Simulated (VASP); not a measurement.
# C (Fd-3m) in VASP: single point with HSE06

Aim: the single point of C with HSE06.

Program: VASP 6.6.1. These are calculated values, not measurements. Logs are shortened: lines on timing, memory, paths and dates and some standing lists are left out, and cuts for length are marked.

### 1 The cell of the first run

It takes space group Fd-3m (No. 227, cubic). Conventional cell: a = 3.572 Å, b = 3.572 Å, c = 3.572 Å, α = 90.00°, β = 90.00°, γ = 90.00°. Within 2.1 Å of C (site symmetry -43m) lie 4 C at 1.55 Å.

### 2 Single point, HSE06

Input file POSCAR:

```
C
1.0
    0.0000000000      1.7858109333      1.7858109333
    1.7858109333      0.0000000000      1.7858109333
    1.7858109333      1.7858109333      0.0000000000
C
2
Direct
    0.0000000000      0.0000000000      0.0000000000
    0.2500000002      0.2500000002      0.2500000002
```

Input file INCAR.step1:

```
SYSTEM = C
PREC = Accurate ; ENCUT = 520
EDIFF = 1E-5 ; ISMEAR = -1
SIGMA = 0.01 ; LREAL = .FALSE.
LASPH = .TRUE. ; NELM = 120
ALGO = Normal ; ISIF = 2
LWAVE = .TRUE. ; LCHARG = .FALSE.
NBANDS = 11 ; GGA = PE
GGA_COMPAT = .FALSE.
```

Input file INCAR.step2:

```
SYSTEM = C
PREC = Accurate ; ENCUT = 520
EDIFF = 1E-6 ; ISMEAR = -1
SIGMA = 0.01 ; LREAL = .FALSE.
LASPH = .TRUE. ; NELM = 120
ALGO = Normal ; ISIF = 2
LWAVE = .FALSE. ; LCHARG = .FALSE.
GGA = PE ; LHFCALC = .TRUE.
HFSCREEN = 0.2079 ; PRECFOCK = Normal
NBANDS = 11 ; ISTART = 1
GGA_COMPAT = .FALSE.
```

Input file KPOINTS:

```
regular mesh
0
G
  9 9 9
  0 0 0
```

Potentials or basis: VASP PAW PBE potentials, release 64 (C).

Launch:

```
> cat potpaw_PBE.64/C/POTCAR > POTCAR
> cp INCAR.step1 INCAR
> mpirun -np 1 vasp_std > vasp.out
> cp INCAR.step2 INCAR
> mpirun -np 1 vasp_std > vasp.out
```

OUTCAR:

```text
SYSTEM = C
   PREC = Accurate
   ENCUT = 520
   EDIFF = 1E-6
   ISMEAR = -1
   LREAL = .FALSE.
   LASPH = .TRUE.
   NELM = 120
   ISIF = 2
   GGA = PE
   LHFCALC = .TRUE.
   HFSCREEN = 0.2079
   PRECFOCK = Normal
   ISTART = 1

 ion  position               nearest neighbor table
   1  0.000  0.000  0.000-   2 1.55   2 1.55   2 1.55   2 1.55
   2  0.250  0.250  0.250-   1 1.55   1 1.55   1 1.55   1 1.55

  LATTYP: Found a face centered cubic cell.
 ALAT       =     3.5716218666

  Lattice vectors:

 A1 = (   0.0000000000,   1.7858109333,   1.7858109333)
 A2 = (   1.7858109333,   0.0000000000,   1.7858109333)
 A3 = (   1.7858109333,   1.7858109333,   0.0000000000)

Analysis of symmetry for initial positions (statically):
=====================================================================
 Subroutine PRICEL returns:
 Original cell was already a primitive cell.

 Routine SETGRP: Setting up the symmetry group for a
 face centered cubic supercell.

 Subroutine GETGRP returns: Found 48 space group operations
 (whereof 24 operations were pure point group operations)
 out of a pool of 48 trial point group operations.

The static configuration has the point symmetry T_d .
 The point group associated with its full space group is O_h .

Analysis of symmetry for dynamics (positions and initial velocities):
=====================================================================
 Subroutine PRICEL returns:
 Original cell was already a primitive cell.

 Routine SETGRP: Setting up the symmetry group for a
 face centered cubic supercell.

 Subroutine GETGRP returns: Found 48 space group operations
 (whereof 24 operations were pure point group operations)
 out of a pool of 48 trial point group operations.

The dynamic configuration has the point symmetry T_d .
 The point group associated with its full space group is O_h .

 Subroutine INISYM returns: Found 48 space group operations
 (whereof 24 operations are pure point group operations),
 and found     1 'primitive' translations

----------------------------------------------------------------------------------------

                                     Primitive cell

  volume of cell :      11.3903

  direct lattice vectors                    reciprocal lattice vectors
     0.000000000  1.785810933  1.785810933    -0.279984846  0.279984846  0.279984846
     1.785810933  0.000000000  1.785810933     0.279984846 -0.279984846  0.279984846
     1.785810933  1.785810933  0.000000000     0.279984846  0.279984846 -0.279984846

  length of vectors
     2.525518042  2.525518042  2.525518042     0.484947979  0.484947979  0.484947979

  position of ions in fractional coordinates (direct lattice)
     0.000000000  0.000000000  0.000000000
     0.250000000  0.250000000  0.250000000

  ion indices of the primitive-cell ions
   primitive index   ion index
                 1           1
                 2           2

----------------------------------------------------------------------------------------

 KPOINTS: regular mesh

Automatic generation of k-mesh.
 Grid dimensions read from file:
 generate k-points for:    9    9    9

 Generating k-lattice:

  Cartesian coordinates                     Fractional coordinates (reciprocal lattice)
    -0.031109427  0.031109427  0.031109427     0.111111111  0.000000000  0.000000000
     0.031109427 -0.031109427  0.031109427     0.000000000  0.111111111  0.000000000
     0.031109427  0.031109427 -0.031109427     0.000000000  0.000000000  0.111111111

  Length of vectors
     0.053883109  0.053883109  0.053883109

  Shift w.r.t. Gamma in fractional coordinates (k-lattice)
     0.000000000  0.000000000  0.000000000

 Subroutine IBZKPT returns following result:
 ===========================================

 Found     35 irreducible k-points:

 Following reciprocal coordinates:
            Coordinates               Weight
  0.000000  0.000000  0.000000      1.000000
  0.111111  0.000000  0.000000      8.000000
  0.222222  0.000000  0.000000      8.000000
  0.333333  0.000000  0.000000      8.000000
  0.444444  0.000000  0.000000      8.000000
  0.111111  0.111111  0.000000      6.000000
[... 16 lines left out ...]
 -0.333333  0.333333  0.000000     12.000000
  0.444444  0.444444  0.000000      6.000000
 [... further k-points ...]
   k-points           NKPTS =     35   k-points in BZ     NKDIM =    729   number of bands    NBANDS=     11
   number of dos      NEDOS =    301   number of ions     NIONS =      2
   total plane-waves  NPLWV =   8000
   dimension x,y,z NGX =    20 NGY =   20 NGZ =   20
   dimension x,y,z NGXF=    40 NGYF=   40 NGZF=   40
   ions per type =               2
   NGX,Y,Z   is equivalent  to a cutoff of  13.17, 13.17, 13.17 a.u.
   NGXF,Y,Z  is equivalent  to a cutoff of  26.33, 26.33, 26.33 a.u.
 SYSTEM =  C
   PREC   = accura    normal or accurate (medium, high low for compatibility)
   ISTART =      1    job   : 0-new  1-cont  2-samecut
   ICHARG =      0    charge: 1-file 2-atom 10-const
   ISPIN  =      1    spin polarized calculation?
   LNONCOLLINEAR =      F non collinear calculations
   LSORBIT =      F    spin-orbit coupling
   LASPH  =      T    aspherical Exc in radial PAW
   ENCUT  =  520.0 eV  38.22 Ry    6.18 a.u.   4.70  4.70  4.70*2*pi/ulx,y,z
   NELM   =    120;   NELMIN=  2; NELMDL=  0     # of ELM steps
   EDIFF  = 0.1E-05   stopping-criterion for ELM
   LREAL  =      F    real-space projection
   EDIFFG = 0.1E-04   stopping-criterion for IOM
   NSW    =      0    number of steps for IOM
   IBRION =     -1    ionic relax: 0-MD 1-quasi-New 2-CG
   NFREE  =      0    steps in history (QN), initial steepest desc. (CG)
   ISIF   =      2    stress and relaxation
   ISYM   =      3    0-nonsym 1-usesym 2-fastsym
   POTIM  = 0.5000    time-step for ionic-motion
   TEBEG  =    0.0;   TEEND  =   0.0 temperature during run
   PSTRESS=    0.0 pullay stress
   NELECT =       8.0000    total number of electrons
   NUPDOWN=      -1.0000    fix difference up-down
   EMIN   =  10.00;   EMAX   =-10.00  energy-range for DOS
   EFERMI =   0.00;   METHOD = LEGACY
   ISMEAR =    -1;   SIGMA  =   0.01  broadening in eV -4-tet -1-fermi 0-gaus
   EFERMI_NEDOS =   21; number of points for ismear=-14 and -15
   IALGO  =     38    algorithm
   IMIX   =      1    mixing-type and parameters
     AMIX     =   0.40;   BMIX     =  1.00
     AMIX_MAG =   1.60;   BMIX_MAG =  1.00
  volume/ion in A,a.u.               =       5.70        38.43
  Fermi-wavevector in a.u.,A,eV,Ry     =   1.455211  2.749950 28.812235  2.117640
  Thomas-Fermi vector in A             =   2.572272
   LORBIT       =      0    0 simple, 1 ext, 2 COOP (PROOUT), +10 PAW based schemes
   GGA     = PE    functional components
   LHFCALC =     T    Hartree Fock is set to
   PRECFOCK=normal    Normal, Fast or Accurate (Low or Medium for compatibility)
   ENCUT4O =  -1.0   cutoff for four orbital integrals eV
   NKREDX  =     1    reduce k-point grid by
   NKREDY  =     1    reduce k-point grid by
   NKREDZ  =     1    reduce k-point grid by
   AEXX    =    0.2500 exact exchange contribution
   HFSCREEN=    0.2079 screening length (either q_TF or 0.3 A-1)
   HFSCREENC=   0.2079 screening length for correlation (either q_TF or 0.3 A-1)
   ENCUTFOCK=  -1.0 apply spherical cutoff to Coloumb kernel
   IVDW    =     0    specifies the selected vdW correction
   LEPSILON=     F    determine dielectric tensor
   LRPA    =     F    only Hartree local field effects (RPA)
 non-spin polarized calculation
  energy-cutoff  :      520.00
  volume of cell :       11.39
 maximum number of plane-waves:       331
  NGX = 16; NGY = 16; NGZ = 16

 number of electron       7.9999999 magnetization

 Free energy of the ion-electron system (eV)
  ---------------------------------------------------
  ext. energy  EPLUGINS =         0.00000000
  ---------------------------------------------------
  free energy    TOTEN  =       -21.04676491 eV

  energy without entropy =      -21.04676491  energy(sigma->0) =      -21.04676491

 E-fermi :   9.3319     XC(G=0): -10.8077

 val. band max:        9.0543083221   @ k =   0.0000   0.0000   0.0000
 cond. band min:      14.3567754591   @ k =   0.3333   0.3333   0.0000
 fundamental gap:      5.3024671370
 Fermi energy:         9.3318786499

 k-point     1 :       0.0000    0.0000    0.0000
  band No.  band energies     occupation
      1     -14.4239      2.00000
      2       9.0543      2.00000
      3       9.0543      2.00000
      4       9.0543      2.00000
      5      16.0118      0.00000
      6      16.0118      0.00000
      7      16.0118      0.00000
      8      24.2157      0.00000
      9      29.8421      0.00000
     10      37.3038      0.00000
     11      37.3038      0.00000

 k-point     2 :       0.1111    0.0000    0.0000
  band No.  band energies     occupation
      1     -14.0552      2.00000
      2       6.9121      2.00000
      3       8.4889      2.00000
      4       8.4889      2.00000
      5      16.7626      0.00000
      6      16.7626      0.00000
      7      17.1298      0.00000
      8      24.5404      0.00000
      9      30.4506      0.00000
     10      34.4243      0.00000
     11      34.4243      0.00000

 k-point     3 :       0.2222    0.0000    0.0000
  band No.  band energies     occupation
      1     -12.9576      2.00000
      2       2.9077      2.00000
      3       7.4238      2.00000
      4       7.4238      2.00000
      5      18.1038      0.00000
      6      18.1038      0.00000
      7      18.4202      0.00000
      8      25.3955      0.00000
      9      31.3473      0.00000
     10      33.0318      0.00000
     11      33.0318      0.00000
[... 267 lines left out ...]
 k-point    23 :      -0.3333    0.3333    0.0000
  band No.  band energies     occupation
      1      -6.4176      2.00000
      2      -2.9787      2.00000
      3      -1.1028      2.00000
      4       3.9595      2.00000
      5      16.6576      0.00000
      6      23.9746      0.00000
      7      24.5196      0.00000
      8      26.1261      0.00000
      9      27.6066      0.00000
     10      34.3959      0.00000
     11      36.1893      0.00000

 k-point    24 :       0.4444    0.4444    0.0000
  band No.  band energies     occupation
      1      -6.8546      2.00000
      2      -3.0007      2.00000
      3       2.3316      2.00000
      4       2.3316      2.00000
      5      14.5207      0.00000
      6      15.6648      0.00000
      7      27.7935      0.00000
      8      27.7935      0.00000
      9      33.9981      0.00000
     10      34.7675      0.00000
     11      43.7373      0.00000

 [... further k-points ...]

------------------------ aborting loop because EDIFF is reached ----------------------------------------

  FORCE on cell =-STRESS in cart. coord.  units (eV):
  Direction    XX          YY          ZZ          XY          YZ          ZX
  --------------------------------------------------------------------------------------
  -------------------------------------------------------------------------------------
  Total       -0.6489451     -0.6489451     -0.6489451     -0.0000000     -0.0000000     -0.0000000
  in kB      -91.2813683    -91.2813683    -91.2813683     -0.0000000     -0.0000000     -0.0000000
  external PRESSURE =     -91.2813683 kB  Pullay stress =       0.0000000 kB

 VOLUME and BASIS-vectors are now :
 -----------------------------------------------------------------------------
  energy-cutoff  :      520.00
  volume of cell :       11.39
      direct lattice vectors                 reciprocal lattice vectors
     0.000000000  1.785810933  1.785810933    -0.279984846  0.279984846  0.279984846
     1.785810933  0.000000000  1.785810933     0.279984846 -0.279984846  0.279984846
     1.785810933  1.785810933  0.000000000     0.279984846  0.279984846 -0.279984846

 POSITION                                       TOTAL-FORCE (eV/Angst)
 -----------------------------------------------------------------------------------
      0.00000      0.00000      0.00000         0.000000      0.000000      0.000000
      0.89291      0.89291      0.89291        -0.000000     -0.000000     -0.000000
 -----------------------------------------------------------------------------------
    total drift:                               -0.000000      0.000000     -0.000000

  FREE ENERGIE OF THE ION-ELECTRON SYSTEM (eV)
  ---------------------------------------------------
  free  energy   TOTEN  =       -21.0467649050 eV

  energy  without entropy=      -21.0467649050  energy(sigma->0) =      -21.04676491
```

Wall time 12 min (1 thread of Intel Xeon 6975P-C, shared host); peak memory 0.23 GiB.

What came out:

| Item | Value |
| --- | --- |
| Free energy | -21.0468 eV |
| Pressure | -9.1 GPa |
| Band gap on the k mesh | 5.30 eV, indirect (least direct gap 6.96 eV) |

Caveat: the PAW data sets were made with another functional, which shifts forces and pressure a little. A k mesh can miss the band edges.
